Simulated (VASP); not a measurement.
# MgS (F-43m) in VASP: a series of runs

The runs below take MgS through single point, with PBEsol.

All numbers are computed with VASP 6.6.1; they aren't measurements. Logs are shortened: lines on timing, memory, paths and dates and some standing lists are left out, and cuts for length are marked.

### Step 1. The cell of the first run

It takes space group F-43m (No. 216, cubic). Conventional cell: a = 5.130 Å, b = 5.130 Å, c = 5.130 Å, α = 90.00°, β = 90.00°, γ = 90.00°. S (site symmetry -43m) has 4 Mg at 2.22 Å within 2.9 Å. Within 2.9 Å of Mg (site symmetry -43m) lie 4 S at 2.22 Å.

### Step 2. Single point, PBEsol

INCAR

```
SYSTEM = MgS
  ALGO = Normal
  EDIFF = 1E-6
  ENCUT = 520
  GGA = PS
  ISIF = 2
  ISMEAR = -1
  LASPH = .True.
  LCHARG = .False.
  LREAL = .False.
  LWAVE = .False.
  NBANDS = 11
  NELM = 80
  PREC = Accurate
  SIGMA = 0.05
```

KPOINTS

```
k-points
0
Gamma
  8 8 8
  0 0 0
```

POSCAR

```
MgS
1.0
    0.0000000000      2.5651597360      2.5651597360
    2.5651597360      0.0000000000      2.5651597360
    2.5651597360      2.5651597360      0.0000000000
S Mg
1 1
Direct
    0.2500000000      0.2500000000      0.2500000000
    0.0000000000      0.0000000000      0.0000000000
```

Potentials or basis: VASP PAW PBE potentials, release 64 (S, Mg).

On the command line:

```bash
cat potpaw_PBE.64/S/POTCAR potpaw_PBE.64/Mg/POTCAR > POTCAR
mpirun -np 1 vasp_std > vasp.out
```

OUTCAR:

```text
SYSTEM = MgS
   EDIFF = 1E-6
   ENCUT = 520
   GGA = PS
   ISIF = 2
   ISMEAR = -1
   LASPH = .True.
   LREAL = .False.
   NELM = 80
   PREC = Accurate

 ion  position               nearest neighbor table
   1  0.250  0.250  0.250-   2 2.22   2 2.22   2 2.22   2 2.22
   2  0.000  0.000  0.000-   1 2.22   1 2.22   1 2.22   1 2.22

  LATTYP: Found a face centered cubic cell.
 ALAT       =     5.1303194720

  Lattice vectors:

 A1 = (   0.0000000000,   2.5651597360,   2.5651597360)
 A2 = (   2.5651597360,   0.0000000000,   2.5651597360)
 A3 = (   2.5651597360,   2.5651597360,   0.0000000000)

Analysis of symmetry for initial positions (statically):
=====================================================================
 Subroutine PRICEL returns:
 Original cell was already a primitive cell.

 Routine SETGRP: Setting up the symmetry group for a
 face centered cubic supercell.

 Subroutine GETGRP returns: Found 24 space group operations
 (whereof 24 operations were pure point group operations)
 out of a pool of 48 trial point group operations.

The static configuration has the point symmetry T_d .

Analysis of symmetry for dynamics (positions and initial velocities):
=====================================================================
 Subroutine PRICEL returns:
 Original cell was already a primitive cell.

 Routine SETGRP: Setting up the symmetry group for a
 face centered cubic supercell.

 Subroutine GETGRP returns: Found 24 space group operations
 (whereof 24 operations were pure point group operations)
 out of a pool of 48 trial point group operations.

The dynamic configuration has the point symmetry T_d .

 Subroutine INISYM returns: Found 24 space group operations
 (whereof 24 operations are pure point group operations),
 and found     1 'primitive' translations

----------------------------------------------------------------------------------------

                                     Primitive cell

  volume of cell :      33.7577

  direct lattice vectors                    reciprocal lattice vectors
     0.000000000  2.565159736  2.565159736    -0.194919635  0.194919635  0.194919635
     2.565159736  0.000000000  2.565159736     0.194919635 -0.194919635  0.194919635
     2.565159736  2.565159736  0.000000000     0.194919635  0.194919635 -0.194919635

  length of vectors
     3.627683688  3.627683688  3.627683688     0.337610712  0.337610712  0.337610712

  position of ions in fractional coordinates (direct lattice)
     0.250000000  0.250000000  0.250000000
     0.000000000  0.000000000  0.000000000

[... 79 lines left out ...]
   NSW    =      0    number of steps for IOM
   IBRION =     -1    ionic relax: 0-MD 1-quasi-New 2-CG
   NFREE  =      0    steps in history (QN), initial steepest desc. (CG)
   ISIF   =      2    stress and relaxation
   ISYM   =      2    0-nonsym 1-usesym 2-fastsym
   POTIM  = 0.5000    time-step for ionic-motion
   TEBEG  =    0.0;   TEEND  =   0.0 temperature during run
   PSTRESS=    0.0 pullay stress
   NELECT =       8.0000    total number of electrons
   NUPDOWN=      -1.0000    fix difference up-down
   EMIN   =  10.00;   EMAX   =-10.00  energy-range for DOS
   EFERMI =   0.00;   METHOD = LEGACY
   ISMEAR =    -1;   SIGMA  =   0.05  broadening in eV -4-tet -1-fermi 0-gaus
   EFERMI_NEDOS =   21; number of points for ismear=-14 and -15
   IALGO  =     38    algorithm
   IMIX   =      4    mixing-type and parameters
     AMIX     =   0.40;   BMIX     =  1.00
     AMIX_MAG =   1.60;   BMIX_MAG =  1.00
  volume/ion in A,a.u.               =      16.88       113.90
  Fermi-wavevector in a.u.,A,eV,Ry     =   1.013088  1.914458 13.964297  1.026347
  Thomas-Fermi vector in A             =   2.146236
   LORBIT       =      0    0 simple, 1 ext, 2 COOP (PROOUT), +10 PAW based schemes
   GGA     = PS    functional components
   LHFCALC =     F    Hartree Fock is set to
   AEXX    =    0.0000 exact exchange contribution
   IVDW    =     0    specifies the selected vdW correction
   LEPSILON=     F    determine dielectric tensor
   LRPA    =     F    only Hartree local field effects (RPA)
 non-spin polarized calculation
  energy-cutoff  :      520.00
  volume of cell :       33.76
 maximum number of plane-waves:       934
   NGX = 13   NGY = 13   NGZ = 13

 number of electron       7.9999998 magnetization

 Free energy of the ion-electron system (eV)
  ---------------------------------------------------
  ext. energy  EPLUGINS =         0.00000000
  ---------------------------------------------------
  free energy    TOTEN  =        -8.07511077 eV

  energy without entropy =       -8.07511077  energy(sigma->0) =       -8.07511077

 E-fermi :   4.1929     XC(G=0):  -9.7778

 val. band max:        3.1889929719   @ k =   0.0000   0.0000   0.0000
 cond. band min:       6.4776034010   @ k =   0.5000   0.5000   0.0000
 fundamental gap:      3.2886104292
 Fermi energy:         4.1929304602

 k-point     1 :       0.0000    0.0000    0.0000
  band No.  band energies     occupation
      1      -9.3049      2.00000
      2       3.1890      2.00000
      3       3.1890      2.00000
      4       3.1890      2.00000
      5       8.1083      0.00000
      6      11.7738      0.00000
      7      11.7738      0.00000
      8      11.7738      0.00000
      9      14.5275      0.00000
     10      14.5275      0.00000
     11      18.6748      0.00000
[... 309 lines left out ...]
 k-point    24 :      -0.3750    0.2500    0.1250
  band No.  band energies     occupation
      1      -7.8307      2.00000
      2      -0.6760      2.00000
      3       1.3792      2.00000
      4       2.2742      2.00000
      5       9.2879      0.00000
      6      10.5385      0.00000
      7      12.6118      0.00000
      8      13.5618      0.00000
      9      16.0788      0.00000
     10      17.5598      0.00000
     11      19.5389      0.00000

 [... further k-points ...]
[... 5 lines left out ...]
  --------------------------------------------------------------------------------------
  -------------------------------------------------------------------------------------
  Total        6.4054555      6.4054555      6.4054555      0.0000000     -0.0000000     -0.0000000
  in kB      304.0096459    304.0096459    304.0096459      0.0000000     -0.0000000     -0.0000000
  external PRESSURE =     304.0096459 kB  Pullay stress =       0.0000000 kB

 VOLUME and BASIS-vectors are now :
 -----------------------------------------------------------------------------
  energy-cutoff  :      520.00
  volume of cell :       33.76
      direct lattice vectors                 reciprocal lattice vectors
     0.000000000  2.565159736  2.565159736    -0.194919635  0.194919635  0.194919635
     2.565159736  0.000000000  2.565159736     0.194919635 -0.194919635  0.194919635
     2.565159736  2.565159736  0.000000000     0.194919635  0.194919635 -0.194919635

 POSITION                                       TOTAL-FORCE (eV/Angst)
 -----------------------------------------------------------------------------------
      1.28258      1.28258      1.28258         0.000000      0.000000      0.000000
      0.00000      0.00000      0.00000        -0.000000     -0.000000     -0.000000
 -----------------------------------------------------------------------------------
    total drift:                                0.000000      0.000000      0.000000

  FREE ENERGIE OF THE ION-ELECTRON SYSTEM (eV)
  ---------------------------------------------------
  free  energy   TOTEN  =        -8.0751107714 eV

  energy  without entropy=       -8.0751107713  energy(sigma->0) =       -8.07511077
```

OSZICAR:

```text
N       E                     dE             d eps       ncg     rms          rms(c)
DAV:   1     0.239627614267E+02    0.23963E+02   -0.37555E+03   670   0.596E+02
DAV:   2    -0.708905352073E+01   -0.31052E+02   -0.29986E+02   783   0.105E+02
DAV:   3    -0.859485761402E+01   -0.15058E+01   -0.15036E+01   770   0.243E+01
DAV:   4    -0.860478841239E+01   -0.99308E-02   -0.99301E-02   743   0.241E+00
DAV:   5    -0.860488874015E+01   -0.10033E-03   -0.10033E-03   811   0.236E-01    0.472E+00
DAV:   6    -0.813869905796E+01    0.46619E+00   -0.89500E-01   704   0.386E+00    0.370E+00
DAV:   7    -0.807533442717E+01    0.63365E-01   -0.28701E-01   740   0.230E+00    0.267E+00
DAV:   8    -0.807576187576E+01   -0.42745E-03   -0.11621E-02   704   0.664E-01    0.132E+00
DAV:   9    -0.807508047170E+01    0.68140E-03   -0.15864E-03   737   0.220E-01    0.219E-01
DAV:  10    -0.807510924679E+01   -0.28775E-04   -0.12799E-04   747   0.595E-02    0.946E-03
DAV:  11    -0.807511048891E+01   -0.12421E-05   -0.81809E-06   725   0.138E-02    0.671E-03
DAV:  12    -0.807511077137E+01   -0.28246E-06   -0.33264E-07   642   0.367E-03
   1 F= -.80751108E+01 E0= -.80751108E+01  d E =-.986666E-10
```

stdout:

```text
POSCAR found type information on POSCAR S Mg
 POSCAR found :  2 types and       2 ions
 scaLAPACK will be used
 -----------------------------------------------------------------------------
|                                                                             |
|                                                                             |
|     You enforced a specific xc type in the INCAR file but a different       |
|     I HOPE YOU KNOW WHAT YOU ARE DOING!                                     |
|                                                                             |
 -----------------------------------------------------------------------------

 LDA part: xc-table for (Slater+PW92), standard interpolation
 POSCAR, INCAR and KPOINTS ok, starting setup
 FFT: planning ... GRIDC
 FFT: planning ... GRID_SOFT
 FFT: planning ... GRID
 WAVECAR not read
 entering main loop
```

Wall time 12 s (1 thread of Intel Xeon Platinum 8488C (Sapphire Rapids), shared host); peak memory 0.16 GiB.

Results:

```
Free energy            : -8.0751 eV
Pressure               : 30.4 GPa
Band gap on the k mesh : 3.29 eV, indirect (least direct gap 4.73 eV)
```

Levels at points of the mesh, in eV from the valence-band top:
| k point | band 2 | band 3 | band 4 | band 5 | band 6 | band 7 |
| --- | --- | --- | --- | --- | --- | --- |
| (0.00, 0.00, 0.00) | 0.00 | 0.00 | 0.00 | 4.92 | 8.58 | 8.58 |
| (0.50, 0.00, 0.00) | -4.36 | -0.42 | -0.42 | 6.01 | 7.85 | 7.85 |
| (0.50, 0.50, 0.00) | -3.84 | -1.44 | -1.44 | 3.29 | 5.76 | 14.32 |

Caveat: the PAW data sets were made with another functional, which shifts forces and pressure a little. A k mesh can miss the band edges.

### Step 3. Single point, PBEsol

This run uses another cell than the first one, of 18.07 Å³/atom, 1.071 times its volume.

INCAR

```
ALGO = Normal ; EDIFF = 1E-7
ENCUT = 520 ; GGA = PS
ISIF = 2 ; ISMEAR = -1
LASPH = True ; LCHARG = False
LREAL = False ; LWAVE = False
NBANDS = 11 ; NELM = 80
PREC = Accurate ; SIGMA = 0.05
```

KPOINTS

```
k-points
0
Gamma
  8 8 8
```

POSCAR

```
MgS
1.0
    0.0000000000      2.6243291117      2.6243291117
    2.6243291117      0.0000000000      2.6243291117
    2.6243291117      2.6243291117      0.0000000000
S Mg
1 1
Direct
    0.2500000000      0.2500000000      0.2500000000
    0.0000000000      0.0000000000      0.0000000000
```

Potentials or basis: VASP PAW PBE potentials, release 64 (S, Mg).

On the command line:

```bash
cat potpaw_PBE.64/S/POTCAR potpaw_PBE.64/Mg/POTCAR > POTCAR
mpirun -np 1 vasp_std > vasp.out
```

Run time: 12 s. Hardware: 1 thread of Intel Xeon Platinum 8488C (Sapphire Rapids), shared host; peak memory 0.15 GiB.

The run converged. Its results:

```yaml
Free_energy: -8.4494 eV
Pressure: 20.2 GPa
Band_gap_on_the_k_mesh: 3.42 eV, indirect (least direct gap 4.51 eV)
```

Levels at points of the mesh, in eV from the valence-band top:
```tsv
k point	band 1	band 2	band 3	band 4	band 5	band 6	band 7	band 8
(0.00, 0.00, 0.00)	-12.17	0.00	0.00	0.00	4.51	8.43	8.43	8.43
(0.50, 0.00, 0.00)	-11.06	-4.06	-0.40	-0.40	5.78	7.80	7.80	9.47
(0.50, 0.50, 0.00)	-10.69	-3.58	-1.34	-1.34	3.42	5.74	13.47	13.98
```

Caveat: the PAW data sets were made with another functional, which shifts forces and pressure a little.

### Step 4. Single point, PBEsol

This run uses another cell than the first one, of 19.76 Å³/atom, 1.171 times its volume.

INCAR

```
SYSTEM = MgS
ALGO = Normal
EDIFF = 1E-7
ENCUT = 520
GGA = PS
ISIF = 2
ISMEAR = -1
LASPH = .True.
LCHARG = .True.
LELF = .True.
LREAL = .False.
LVHAR = .True.
LWAVE = .False.
NBANDS = 11
NELM = 100
PREC = Accurate
SIGMA = 0.05
```

KPOINTS

```
k-points
0
Gamma
  8 8 8
  0 0 0
```

POSCAR

```
MgS
1.0
    0.0000000000      2.7034385678      2.7034385678
    2.7034385678      0.0000000000      2.7034385678
    2.7034385678      2.7034385678      0.0000000000
S Mg
1 1
Direct
    0.2500000000      0.2500000000      0.2500000000
    0.0000000000      0.0000000000      0.0000000000
```

Potentials or basis: VASP PAW PBE potentials, release 64 (S, Mg).

On the command line:

```bash
cat potpaw_PBE.64/S/POTCAR potpaw_PBE.64/Mg/POTCAR > POTCAR
mpirun -np 1 vasp_std > vasp.out
```

OUTCAR:

```text
SYSTEM = MgS
   EDIFF = 1E-7
   ENCUT = 520
   GGA = PS
   ISIF = 2
   ISMEAR = -1
   LASPH = .True.
   LREAL = .False.
   NELM = 100
   PREC = Accurate

 ion  position               nearest neighbor table
   1  0.250  0.250  0.250-   2 2.34   2 2.34   2 2.34   2 2.34
   2  0.000  0.000  0.000-   1 2.34   1 2.34   1 2.34   1 2.34

  LATTYP: Found a face centered cubic cell.
 ALAT       =     5.4068771356

  Lattice vectors:

 A1 = (   0.0000000000,   2.7034385678,   2.7034385678)
 A2 = (   2.7034385678,   0.0000000000,   2.7034385678)
 A3 = (   2.7034385678,   2.7034385678,   0.0000000000)

[... 511 lines left out ...]
      8      11.3627      0.00000
      9      13.9971      0.00000
     10      15.4116      0.00000
     11      17.0509      0.00000

 [... further k-points ...]
[... 5 lines left out ...]
  --------------------------------------------------------------------------------------
  -------------------------------------------------------------------------------------
  Total        2.4767347      2.4767347      2.4767347      0.0000000      0.0000000     -0.0000000
  in kB      100.4177674    100.4177674    100.4177674      0.0000000      0.0000000     -0.0000000
  external PRESSURE =     100.4177674 kB  Pullay stress =       0.0000000 kB

 VOLUME and BASIS-vectors are now :
 -----------------------------------------------------------------------------
  energy-cutoff  :      520.00
  volume of cell :       39.52
      direct lattice vectors                 reciprocal lattice vectors
     0.000000000  2.703438568  2.703438568    -0.184949644  0.184949644  0.184949644
     2.703438568  0.000000000  2.703438568     0.184949644 -0.184949644  0.184949644
     2.703438568  2.703438568  0.000000000     0.184949644  0.184949644 -0.184949644

 POSITION                                       TOTAL-FORCE (eV/Angst)
 -----------------------------------------------------------------------------------
      1.35172      1.35172      1.35172        -0.000000     -0.000000     -0.000000
      0.00000      0.00000      0.00000         0.000000      0.000000      0.000000
 -----------------------------------------------------------------------------------
    total drift:                                0.000000      0.000000      0.000000

  FREE ENERGIE OF THE ION-ELECTRON SYSTEM (eV)
  ---------------------------------------------------
  free  energy   TOTEN  =        -8.7609606294 eV

  energy  without entropy=       -8.7609606293  energy(sigma->0) =       -8.76096063
```

OSZICAR:

```text
N       E                     dE             d eps       ncg     rms          rms(c)
DAV:   1     0.235640085915E+02    0.23564E+02   -0.35308E+03   654   0.591E+02
DAV:   2    -0.760192137281E+01   -0.31166E+02   -0.29915E+02   793   0.100E+02
DAV:   3    -0.923319497980E+01   -0.16313E+01   -0.16291E+01   778   0.253E+01
DAV:   4    -0.924558784531E+01   -0.12393E-01   -0.12392E-01   755   0.262E+00
DAV:   5    -0.924572544488E+01   -0.13760E-03   -0.13760E-03   802   0.263E-01    0.413E+00
DAV:   6    -0.880727685792E+01    0.43845E+00   -0.96911E-01   692   0.380E+00    0.312E+00
DAV:   7    -0.876014906842E+01    0.47128E-01   -0.25185E-01   752   0.207E+00    0.231E+00
DAV:   8    -0.876152242029E+01   -0.13734E-02   -0.12518E-02   707   0.677E-01    0.115E+00
DAV:   9    -0.876089976488E+01    0.62266E-03   -0.16469E-03   740   0.211E-01    0.300E-01
DAV:  10    -0.876095471071E+01   -0.54946E-04   -0.16633E-04   731   0.651E-02    0.197E-02
DAV:  11    -0.876096064942E+01   -0.59387E-05   -0.68058E-06   752   0.136E-02    0.291E-02
DAV:  12    -0.876096062937E+01    0.20056E-07   -0.53051E-07   780   0.383E-03
   1 F= -.87609606E+01 E0= -.87609606E+01  d E =-.666491E-10
```

Run time: 9.2 s. Hardware: 1 thread of Intel Xeon Platinum 8488C (Sapphire Rapids), shared host; peak memory 0.16 GiB.

What came out:

| Quantity | Value |
| --- | --- |
| Free energy | -8.7610 eV |
| Pressure | 10.0 GPa |
| Band gap on the k mesh | 3.56 eV, indirect (least direct gap 4.01 eV) |

Caveat: the PAW data sets were made with another functional, which shifts forces and pressure a little. A k mesh can miss the band edges.

### Step 5. The runs side by side

| cell | gap on the mesh (eV) | pressure (GPa) |
| --- | --- | --- |
| a = 3.628 Å, angles 60.0°, 2 atoms | 3.29 | 30.4 |
| a = 3.711 Å, angles 60.0°, 2 atoms | 3.42 | 20.2 |
| a = 3.823 Å, angles 60.0°, 2 atoms | 3.56 | 10.0 |

Alike in all rows: task single point; level PBEsol; potentials or basis VASP PAW PBE potentials, release 64 (S, Mg); no spin polarisation; k mesh 8 × 8 × 8; cutoff (eV) 520; smearing fermi-dirac 0.05 eV.

Caveats: the PAW data sets were made with another functional, which shifts forces and pressure a little.

Total energies depend on the potentials used, so only differences within one code and one set of settings carry meaning.
